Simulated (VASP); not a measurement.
Runs of VASP 6.6.1 on InAs. The structure is that of space group F-43m (No. 216), or close to it. The cells are those of the table. 

```tsv
cell	gap on the mesh (eV)	pressure (GPa)
a = 4.210 Å, angles 60.0°, 2 atoms	none	4.5
a = 4.268 Å, angles 60.0°, 2 atoms	none	(b)
a = 4.324 Å, angles 60.0°, 2 atoms	none	-0.6
a = 4.151 Å, angles 60.0°, 2 atoms	(a)	8.0
a = 4.379 Å, angles 60.0°, 2 atoms	none	-2.4
```

Alike in all rows: task single point; level PBEsol; potentials or basis VASP PAW PBE potentials, release 64 (In_d, As); no spin polarisation; k mesh 6 × 6 × 6; cutoff (eV) 520; smearing fermi-dirac 0.05 eV.

Question: Fill in the values left out.

Answer: (a) 0.17; (b) 1.7.

Caveats: the PAW data sets were made with another functional, which shifts forces and pressure a little; spin-orbit coupling is left out, which moves the levels of the heavy elements.

A k mesh can miss the band edges, and the runs leave out spin-orbit coupling on As, In.

A gap of «none» marks levels without a gap at the run's occupations.
